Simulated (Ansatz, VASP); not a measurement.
Two plane-wave programs on Ga

The input INCAR:

```
PREC = Accurate
ENCUT = 500
EDIFF = 1E-6
ISMEAR = 0
SIGMA = 0.1
LREAL = F
LASPH = T
NELM = 120
ALGO = Normal
ISIF = 2
LWAVE = F
LCHARG = F
GGA = PE
NBANDS = 48
GGA_COMPAT = F
```

The input KPOINTS:

```
regular mesh
0
Gamma
  4 4 4
```

POSCAR

```
Ga
1.0
   -2.9755000000      2.9755000000      2.9755000000
    2.9755000000     -2.9755000000      2.9755000000
    2.9755000000      2.9755000000     -2.9755000000
Ga
6
Direct
    0.2500000000      0.6250000000      0.3750000000
    0.3750000000      0.2500000000      0.6250000000
    0.7500000000      0.8750000000      0.1250000000
    0.1250000000      0.7500000000      0.8750000000
    0.6250000000      0.3750000000      0.2500000000
    0.8750000000      0.1250000000      0.7500000000
```

Input for Ansatz:

```yaml
crystal:
  lattice:
    - [-2.9755, 2.9755, 2.9755]
    - [2.9755, -2.9755, 2.9755]
    - [2.9755, 2.9755, -2.9755]
  atoms:
    - { symbol: Ga, position: [0.25, 0.625, 0.375] }
    - { symbol: Ga, position: [0.375, 0.25, 0.625] }
    - { symbol: Ga, position: [0.75, 0.875, 0.125] }
    - { symbol: Ga, position: [0.125, 0.75, 0.875] }
    - { symbol: Ga, position: [0.625, 0.375, 0.25] }
    - { symbol: Ga, position: [0.875, 0.125, 0.75] }
basis:
  ecutwfc: 420
kpoints:
  mp_grid: { grid: [4, 4, 4] }
hamiltonian:
  xc: pbe
scf:
  occupations: { method: gaussian, width: 0.1 }
output:
  forces: true
  stress: true
  eigenvalues: true
```

Alike in both runs: task single point; functional PBE; k mesh 4 × 4 × 4; occupations gaussian, width 0.1 eV; no spin polarisation.

|  | VASP | Ansatz |
| --- | --- | --- |
| version | VASP 6.6.1 | Ansatz 0.2.0 |
| potentials or method | VASP PAW PBE potentials, release 64 (Ga_d), cutoff 500 eV | scalar-relativistic, plane waves, PAW |
| valence electrons in the cell | 78 | 78 |

|  | VASP | Ansatz | Ansatz less VASP |
| --- | --- | --- | --- |
| gap on the k mesh at the Fermi level (eV) | none | none | - |
| pressure (GPa) | 5.3 | 5.1 | -0.18 |

A gap of «none» marks a metal or a gap that the smearing closes.

The k mesh is coarse, so the values compare programs but aren't converged.
